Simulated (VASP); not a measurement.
Input of a VASP 6.6.1 run:

The input INCAR:

```
  PREC = Accurate
  ENCUT = 520
  EDIFF = 1E-6
  ISMEAR = 0
  SIGMA = 0.1
  LREAL = False
  LASPH = True
  NELM = 100
  ALGO = Normal
  ISIF = 2
  LWAVE = False
  LCHARG = False
  GGA = PE
  NBANDS = 42
```

Contents of KPOINTS:

```
regular mesh
0
Gamma
  4 4 4
```

Contents of POSCAR:

```
Ag2Au
1.0
    5.0649777684      0.0000000000      0.0000000000
    0.0000000000      5.0649777684      0.0000000000
    0.0000000000      0.0000000000      5.0649777684
Ag Au
4 2
Direct
    0.2500000000      0.2500000000      0.2500000000
    0.2500000000      0.7500000000      0.7500000000
    0.7500000000      0.7500000000      0.2500000000
    0.7500000000      0.2500000000      0.7500000000
    0.0000000000      0.0000000000      0.0000000000
    0.5000000000      0.5000000000      0.5000000000
```

Potentials or basis: VASP PAW PBE potentials, release 64 (Ag, Au).

Launch:

```console
$ cat potpaw_PBE.64/Ag/POTCAR potpaw_PBE.64/Au/POTCAR > POTCAR
$ mpirun -np 1 vasp_std > vasp.out
```

(1) Predict the band gap on the k mesh.

(2) Predict the pressure.

Results:

(1) zero (band 33 reaches 7.86 eV, above the bottom of band 34 at 4.39 eV).

(2) 53.5 GPa.

Caveat: spin-orbit coupling is left out, which moves the levels of the heavy elements.
